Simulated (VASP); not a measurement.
# Be2Sn (Fm-3m) in VASP: elastic constants with PBEsol

Aim: the elastic constants of Be2Sn with PBEsol.

Everything below comes from runs of VASP 6.6.1. Logs are shortened: lines on timing, memory, paths and dates and some standing lists are left out, and cuts for length are marked.

## Step 1: The cell of the first run

Symmetry: Fm-3m, No. 225, cubic system. Conventional cell: a = 5.762 Å, b = 5.762 Å, c = 5.762 Å, α = 90.00°, β = 90.00°, γ = 90.00°. Within 3.3 Å of Be (site symmetry -43m) lie 4 Sn at 2.50 Å and 6 Be at 2.88 Å. Within 3.3 Å of Sn (site symmetry m-3m) lie 8 Be at 2.50 Å.

## Step 2: Elastic constants, PBEsol

Input file INCAR:

```
SYSTEM = Be2Sn
PREC = Accurate ; ENCUT = 600
EDIFF = 1E-8 ; ISMEAR = -1
SIGMA = 0.15 ; LREAL = .False.
LASPH = .True. ; NELM = 100
ALGO = Normal ; ISIF = 3
LWAVE = .False. ; LCHARG = .False.
GGA = PS ; NBANDS = 16
IBRION = 6 ; NFREE = 2
POTIM = 0.015 ; NSW = 1
```

Input file KPOINTS:

```
Automatic mesh
0
Gamma
  12 12 12
  0 0 0
```

Input file POSCAR:

```
Be2Sn
1.0
    0.0000000000      2.8810215129      2.8810215129
    2.8810215129      0.0000000000      2.8810215129
    2.8810215129      2.8810215129      0.0000000000
Be Sn
2 1
Direct
    0.7500000000      0.7500000000      0.7500000000
    0.2500000000      0.2500000000      0.2500000000
    0.0000000000      0.0000000000      0.0000000000
```

Potentials or basis: VASP PAW PBE potentials, release 64 (Be, Sn_d).

The run is started by

```bash
cat potpaw_PBE.64/Be/POTCAR potpaw_PBE.64/Sn_d/POTCAR > POTCAR
mpirun -np 1 vasp_std > vasp.out
```

OUTCAR:

```text
SYSTEM = Be2Sn
   PREC = Accurate
   ENCUT = 600
   EDIFF = 1E-8
   ISMEAR = -1
   LREAL = .False.
   LASPH = .True.
   NELM = 100
   ISIF = 3
   GGA = PS
   IBRION = 6
   NFREE = 2
   POTIM = 0.015
   NSW = 1

 ion  position               nearest neighbor table
   1  0.750  0.750  0.750-   3 2.50   3 2.50   3 2.50   3 2.50
   2  0.250  0.250  0.250-   3 2.50   3 2.50   3 2.50   3 2.50
   3  0.000  0.000  0.000-   1 2.50   1 2.50   1 2.50   1 2.50   2 2.50   2 2.50   2 2.50   2 2.50

  LATTYP: Found a face centered cubic cell.
 ALAT       =     5.7620430258

  Lattice vectors:

 A1 = (   0.0000000000,   2.8810215129,   2.8810215129)
 A2 = (   2.8810215129,   0.0000000000,   2.8810215129)
 A3 = (   2.8810215129,   2.8810215129,   0.0000000000)

Analysis of symmetry for initial positions (statically):
=====================================================================
 Subroutine PRICEL returns:
 Original cell was already a primitive cell.

 Routine SETGRP: Setting up the symmetry group for a
 face centered cubic supercell.

 Subroutine GETGRP returns: Found 48 space group operations
 (whereof 48 operations were pure point group operations)
 out of a pool of 48 trial point group operations.

The static configuration has the point symmetry O_h .

Analysis of symmetry for dynamics (positions and initial velocities):
=====================================================================
 Subroutine PRICEL returns:
 Original cell was already a primitive cell.

 Routine SETGRP: Setting up the symmetry group for a
 face centered cubic supercell.

 Subroutine GETGRP returns: Found 48 space group operations
 (whereof 48 operations were pure point group operations)
 out of a pool of 48 trial point group operations.

The dynamic configuration has the point symmetry O_h .

 Subroutine INISYM returns: Found 48 space group operations
 (whereof 48 operations are pure point group operations),
 and found     1 'primitive' translations

----------------------------------------------------------------------------------------

                                     Primitive cell

  volume of cell :      47.8266

  direct lattice vectors                    reciprocal lattice vectors
     0.000000000  2.881021513  2.881021513    -0.173549554  0.173549554  0.173549554
     2.881021513  0.000000000  2.881021513     0.173549554 -0.173549554  0.173549554
     2.881021513  2.881021513  0.000000000     0.173549554  0.173549554 -0.173549554

  length of vectors
     4.074379697  4.074379697  4.074379697     0.300596646  0.300596646  0.300596646

  position of ions in fractional coordinates (direct lattice)
     0.750000000  0.750000000  0.750000000
     0.250000000  0.250000000  0.250000000
     0.000000000  0.000000000  0.000000000

  ion indices of the primitive-cell ions
   primitive index   ion index
                 1           1
                 2           2
                 3           3

----------------------------------------------------------------------------------------

 KPOINTS: Automatic mesh

Automatic generation of k-mesh.
 Grid dimensions read from file:
 generate k-points for:   12   12   12

 Generating k-lattice:

  Cartesian coordinates                     Fractional coordinates (reciprocal lattice)
    -0.014462463  0.014462463  0.014462463     0.083333333  0.000000000  0.000000000
     0.014462463 -0.014462463  0.014462463     0.000000000  0.083333333  0.000000000
     0.014462463  0.014462463 -0.014462463     0.000000000  0.000000000  0.083333333
[... 102 lines left out ...]
  ext. energy  EPLUGINS =         0.00000000
  ---------------------------------------------------
  free energy    TOTEN  =       -10.73582190 eV

  energy without entropy =      -10.69949214  energy(sigma->0) =      -10.71765702

------------------------ aborting loop because EDIFF is reached ----------------------------------------

  FORCE on cell =-STRESS in cart. coord.  units (eV):
  Direction    XX          YY          ZZ          XY          YZ          ZX
  --------------------------------------------------------------------------------------
  -------------------------------------------------------------------------------------
  Total        0.0186695      0.0186695      0.0186695     -0.0000000     -0.0000000      0.0000000
  in kB        0.6254228      0.6254228      0.6254228     -0.0000000     -0.0000000      0.0000000
  external PRESSURE =       0.6254228 kB  Pullay stress =       0.0000000 kB
[... 92 lines left out ...]
  FREE ENERGIE OF THE ION-ELECTRON SYSTEM (eV)
  ---------------------------------------------------
  free  energy   TOTEN  =       -10.7329357314 eV

  energy  without entropy=      -10.6972234576  energy(sigma->0) =      -10.71507959

 E-fermi :   6.8107     XC(G=0):  -9.9822

 val. band max:        6.7978874745   @ k =   0.1667   0.0000   0.0833
 cond. band min:       6.8603462605   @ k =   0.2500   0.0000   0.2500
 fundamental gap:      0.0624587860
 Fermi energy:         6.8106812338

 k-point     1 :       0.0000    0.0000    0.0000
  band No.  band energies     occupation
      1     -14.6722      2.00000
      2     -14.6715      2.00000
      3     -14.6715      2.00000
      4     -14.5808      2.00000
      5     -14.5788      2.00000
      6      -4.4370      2.00000
[... 435 lines left out ...]
      5     -14.5758      2.00000
      6      -2.1340      2.00000
[... 8 lines left out ...]
     15      14.5201      0.00000
     16      14.7947      0.00000

 [... further k-points ...]

[... ionic steps 4 to 14 ...]

--------------------------------------- Ionic step       15  -------------------------------------------

 number of electron      18.0000000 magnetization

------------------------ aborting loop because EDIFF is reached ----------------------------------------
[... 69 lines left out ...]
--------------------------------------- Ionic step       17  -------------------------------------------

 number of electron      18.0000000 magnetization

 Free energy of the ion-electron system (eV)
  ---------------------------------------------------
  ext. energy  EPLUGINS =         0.00000000
  ---------------------------------------------------
  free energy    TOTEN  =       -10.73499324 eV

  energy without entropy =      -10.69866601  energy(sigma->0) =      -10.71682962

 E-fermi :   6.9792     XC(G=0): -10.0406

 val. band max:        6.9695079232   @ k =   0.0000   0.4167   0.3333
 cond. band min:       7.0771551589   @ k =   0.2500   0.2500   0.0000
 fundamental gap:      0.1076472357
 Fermi energy:         6.9791850668

 k-point     1 :       0.0000    0.0000    0.0000
  band No.  band energies     occupation
      1     -14.5437      2.00000
      2     -14.5437      2.00000
      3     -14.5437      2.00000
      4     -14.4476      2.00000
      5     -14.4476      2.00000
      6      -4.3843      2.00000
[... 477 lines left out ...]
  FREE ENERGIE OF THE ION-ELECTRON SYSTEM (eV)
  ---------------------------------------------------
  free  energy   TOTEN  =       -10.7349932381 eV

  energy  without entropy=      -10.6986660100  energy(sigma->0) =      -10.71682962

 INTERNAL STRAIN TENSORS FROM STRAINED CELLS
 ============================================

 INTERNAL STRAIN TENSOR FOR ION    1 for displacements in x,y,z  (eV/Angst):
          X           Y           Z          XY          YZ          ZX
  --------------------------------------------------------------------------------
  x     0.00000     0.00000     0.00000     0.00000     4.44351     0.00000
  y    -0.00000     0.00000     0.00000     0.00000     0.00000     4.44356
  z    -0.00000     0.00000    -0.00000     4.44379     0.00000     0.00000

 INTERNAL STRAIN TENSORS FROM DISPLACED ATOMS
 ============================================

 INTERNAL STRAIN TENSOR FOR ION    1 for displacements in x,y,z  (eV/Angst):
          X           Y           Z          XY          YZ          ZX
  --------------------------------------------------------------------------------
  x     0.00000    -0.00000    -0.00000     0.00000     4.43394     0.00000
  y     0.00000     0.00000     0.00000     0.00000     0.00000     4.43394
  z     0.00000     0.00000     0.00000     4.43394     0.00000     0.00000

 INTERNAL STRAIN TENSOR FOR ION    3 for displacements in x,y,z  (eV/Angst):
          X           Y           Z          XY          YZ          ZX
  --------------------------------------------------------------------------------
  x     0.00000     0.00000     0.00000     0.00000     0.00000     0.00000
  y     0.00000     0.00000     0.00000     0.00000     0.00000     0.00000
  z     0.00000     0.00000     0.00000     0.00000     0.00000     0.00000

 Eigenvectors and eigenvalues of the dynamical matrix
 ----------------------------------------------------

   1 f  =   10.722572 THz    67.371904 2PiTHz  357.666487 cm-1    44.344973 meV
             X         Y         Z           dx          dy          dz
      4.321532  4.321532  4.321532    -0.000000    0.000000   -0.658858
      1.440511  1.440511  1.440511    -0.000000    0.000000   -0.658858
      0.000000  0.000000  0.000000    -0.000000    0.000000    0.363060
[... 43 lines left out ...]
   9 f/i=    0.000284 THz     0.001787 2PiTHz    0.009484 cm-1     0.001176 meV
             X         Y         Z           dx          dy          dz
      4.321532  4.321532  4.321532    -0.083173    0.242693    0.009419
      1.440511  1.440511  1.440511    -0.083173    0.242693    0.009419
      0.000000  0.000000  0.000000    -0.301872    0.880847    0.034185

--------------------------------------------------------------------------------------------------------

 ELASTIC MODULI CONTR FROM IONIC RELAXATION (kBar)
 Direction    XX          YY          ZZ          XY          YZ          ZX
 --------------------------------------------------------------------------------
 XX          -0.0000     -0.0000     -0.0000     -0.0000     -0.0000     -0.0000
 YY          -0.0000     -0.0000     -0.0000     -0.0000      0.0000     -0.0000
 ZZ          -0.0000     -0.0000     -0.0000     -0.0000      0.0000     -0.0000
 XY          -0.0000     -0.0000     -0.0000   -471.5731      0.0000     -0.0000
 YZ          -0.0000      0.0000      0.0000      0.0000   -471.5731     -0.0000
 ZX          -0.0000     -0.0000     -0.0000     -0.0000     -0.0000   -471.5731
 --------------------------------------------------------------------------------

 TOTAL ELASTIC MODULI (kBar)
 Direction    XX          YY          ZZ          XY          YZ          ZX
 --------------------------------------------------------------------------------
 XX         792.5801    756.7872    756.7872      0.0000      0.0000     -0.0000
 YY         756.7872    792.5801    756.7872     -0.0000      0.0000      0.0000
 ZZ         756.7872    756.7872    792.5801      0.0000     -0.0000     -0.0000
 XY           0.0000     -0.0000      0.0000    288.2057      0.0000     -0.0000
 YZ           0.0000      0.0000     -0.0000      0.0000    288.2057     -0.0000
 ZX          -0.0000      0.0000     -0.0000     -0.0000     -0.0000    288.2057
 --------------------------------------------------------------------------------
```

It took 39 min on 1 thread of AMD EPYC 9R45 (Zen 5), shared host; peak memory 0.74 GiB.

Results:

```
Elastic constants C11, C12, C44                         : 79, 76, 29 GPa
Voigt bulk modulus                                      : 77 GPa
Highest phonon frequency at Γ, LO-TO splitting left out : 358 cm⁻¹
```

Phonon frequencies in cm⁻¹ (negative: imaginary):
```tsv
q point	frequencies
(0.000, 0.000, 0.000)	0 0 0 290 290 290 358 358 358
```

Elastic tensor in Voigt notation (GPa, in the Cartesian axes of the cell as first typed):
```
79 76 76  0  0  0
76 79 76  0  0  0
76 76 79  0  0  0
 0  0  0 29  0  0
 0  0  0  0 29  0
 0  0  0  0  0 29
```

Clamped-ion elastic tensor (GPa):
```
79 76 76  0  0  0
76 79 76  0  0  0
76 76 79  0  0  0
 0  0  0 76  0  0
 0  0  0  0 76  0
 0  0  0  0  0 76
```

Caveat: the PAW data sets were made with another functional, which shifts forces and pressure a little; spin-orbit coupling is left out, which moves the levels of the heavy elements.
